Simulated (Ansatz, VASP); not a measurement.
# NiPt5 in VASP and in Ansatz

Contents of INCAR:

```
ALGO = Normal ; EDIFF = 1E-6
ENCUT = 520 ; GGA = PE
ISIF = 2 ; ISMEAR = 0
ISPIN = 2 ; LASPH = True
LCHARG = True ; LELF = True
LMAXMIX = 4 ; LORBIT = 11
LREAL = False ; LVHAR = True
LWAVE = False ; MAGMOM = 2 0 0 0 0 0
NBANDS = 43 ; NELM = 150
PREC = Accurate ; SIGMA = 0.1
```

Contents of KPOINTS:

```
k-points
0
Gamma
  6 6 2
```

File POSCAR:

```
NiPt5
1.0
    2.7739021700      0.0000000000      0.0000000000
   -1.3869510800      2.4022697400      0.0000000000
    0.0000000000      0.0000000000     13.5892898100
Ni Pt
1 5
Direct
    0.0000000000      0.0000000000      0.0000000000
    0.3333333300      0.6666666700      0.8333333300
    0.6666666700      0.3333333300      0.6666666700
    0.0000000000      0.0000000000      0.5000000000
    0.3333333300      0.6666666700      0.3333333300
    0.6666666700      0.3333333300      0.1666666700
```

Input for Ansatz:

```yaml
crystal:
  lattice:
    - [2.77390217, 0.0, 0.0]
    - [-1.38695108, 2.40226974, 0.0]
    - [0.0, 0.0, 13.58928981]
  atoms:
    - { symbol: Ni, position: [0.0, 0.0, 0.0], spin: 2.0 }
    - { symbol: Pt, position: [0.33333333, 0.66666667, 0.83333333] }
    - { symbol: Pt, position: [0.66666667, 0.33333333, 0.66666667] }
    - { symbol: Pt, position: [0.0, 0.0, 0.5] }
    - { symbol: Pt, position: [0.33333333, 0.66666667, 0.33333333] }
    - { symbol: Pt, position: [0.66666667, 0.33333333, 0.16666667] }
basis:
  ecutwfc: 420
kpoints:
  mp_grid: { grid: [6, 6, 2] }
hamiltonian:
  xc: pbe
scf:
  occupations: { method: gaussian, width: 0.1 }
  lower_state_search: "off"
output:
  forces: true
  stress: true
  eigenvalues: true
  populations: true
magnetization:
  spin_polarized: true
```

Alike in both runs: task single point; functional PBE; k mesh 6 × 6 × 2; occupations gaussian, width 0.1 eV; collinear spin.

|  | VASP | Ansatz |
| --- | --- | --- |
| version | VASP 6.6.1 | Ansatz 0.2.0 |
| potentials or method | VASP PAW PBE potentials, release 64 (Ni, Pt), cutoff 520 eV | scalar-relativistic, plane waves, PAW |
| valence electrons in the cell | 60 | 108 |

Ansatz gave:

```
gap on the k mesh at the Fermi level (eV)                     : none
pressure (GPa)                                                : -0.3
traceless stress, the component that is largest in VASP (GPa) : 1.37
rms of the force components (eV/Å)                            : 0.509
net moment per atom (μB)                                      : 0.25
size of the moment on the site where the two differ most (μB) : 0.88
```

Question: Which values does VASP return?

Answer: gap on the k mesh at the Fermi level (eV): none; pressure (GPa): -0.5; traceless stress, the component that is largest in VASP (GPa): 1.34; rms of the force components (eV/Å): 0.501; net moment per atom (μB): 0.24; size of the moment on the site where the two differ most (μB): 0.85.

Site moments also hang on the region over which each program counts them. Atom by atom the forces differ by 0.008 eV/Å (rms over components). A gap of «none» marks a metal or a gap that the smearing closes. VASP's potentials hold 60 valence electrons a cell and Ansatz's 108, so a difference there can come from the potentials and not from the codes.

The k mesh is coarse, so the values compare programs but aren't converged. Neither program's run includes spin-orbit coupling.
